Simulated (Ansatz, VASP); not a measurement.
# BaO: VASP beside Ansatz

Contents of INCAR:

```
SYSTEM = BaO
  ALGO = Normal
  EDIFF = 1E-7
  EDIFFG = -0.01
  ENCUT = 600
  GGA = PE
  GGA_COMPAT = .FALSE.
  IBRION = 2
  ISIF = 3
  ISMEAR = 0
  LASPH = .TRUE.
  LCHARG = .FALSE.
  LREAL = .FALSE.
  LWAVE = .FALSE.
  NELM = 120
  NELMIN = 4
  NSW = 100
  PREC = Accurate
  SIGMA = 0.02
```

File KPOINTS:

```
k-points
0
G
  8 8 8
  0 0 0
```

The input POSCAR:

```
BaO
1.0
    0.0000000000      2.7903916800      2.7903916800
    2.7903916800      0.0000000000      2.7903916800
    2.7903916800      2.7903916800      0.0000000000
Ba O
1 1
Direct
    0.0000000000      0.0000000000      0.0000000000
    0.5000000000      0.5000000000      0.5000000000
```

Input for Ansatz:

```yaml
crystal:
  lattice:
    - [0.0, 2.79039168, 2.79039168]
    - [2.79039168, 0.0, 2.79039168]
    - [2.79039168, 2.79039168, 0.0]
  atoms:
    - { symbol: Ba, position: [0.0, 0.0, 0.0] }
    - { symbol: O, position: [0.5, 0.5, 0.5] }
basis:
  ecutwfc: 420
kpoints:
  mp_grid: { grid: [8, 8, 8] }
hamiltonian:
  xc: pbe
scf:
  occupations: { method: gaussian, width: 0.02 }
output:
  forces: true
  stress: true
  eigenvalues: true
relax:
  adjacent_minimum: "off"
  f_tol: 0.01
  max_steps: 80
  cell: { stress_tol: 0.05 }
```

Alike in both runs: task relaxation of cell and atoms; functional PBE; k mesh 8 × 8 × 8; occupations gaussian, width 0.02 eV; no spin polarisation.

```csv
,VASP,Ansatz
version,VASP 6.6.1,Ansatz 0.2.0
potentials or method,"VASP PAW PBE potentials, release 64 (Ba_sv, O), cutoff 600 eV","scalar-relativistic, plane waves, PAW"
valence electrons in the cell,16,16
```

```csv
,VASP,Ansatz,Ansatz less VASP
"gap on the k mesh at the Fermi level, each at its own relaxed structure (eV)",2.10,2.10,-0.001
relaxed volume (Å³/atom),22.10,21.65,-0.456
relaxed cell length with the largest relative difference (Å),3.969,3.941,-0.0275
```

Spin-orbit coupling is off throughout.
